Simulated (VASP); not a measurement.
Input of a VASP 6.6.1 run:

File INCAR:

```
SYSTEM = C
PREC = Accurate
ENCUT = 520
EDIFF = 1E-7
ISMEAR = -1
SIGMA = 0.05
LREAL = .FALSE.
LASPH = .TRUE.
NELM = 80
ALGO = Normal
ISIF = 2
LWAVE = .FALSE.
LCHARG = .FALSE.
GGA = PE
NBANDS = 11
```

KPOINTS

```
regular mesh
0
G
  18 18 18
  0 0 0
```

File POSCAR:

```
C
1.0
    0.0000000000      2.1695400000      3.3480000000
    1.2525600000      0.0000000000      3.3480000000
    1.2525600000      2.1695400000      0.0000000000
C
2
Direct
    0.1666700000      0.8333300000      0.1666700000
    0.8333300000      0.1666700000      0.8333300000
```

Potentials or basis: VASP PAW PBE potentials, release 64 (C).

The run is started by

```sh
$ cat potpaw_PBE.64/C/POTCAR > POTCAR
$ mpirun -np 1 vasp_std > vasp.out
```

Task: What does it give for the pressure?

Result: -10.6 GPa.

Task: Estimate the largest force.

Result: 0.004 eV/Å.

Stress tensor (GPa, compression positive):
```
-17.52   0.00   0.00
  0.00 -18.05   0.00
  0.00   0.00   3.90
```

Caveat: the cell differs from its parent crystal (equal xx and yy strain of +2 %); the cell stands under tension; this functional lacks dispersion, which binds the layers, so the pressure and a relaxed spacing across them are unreliable.
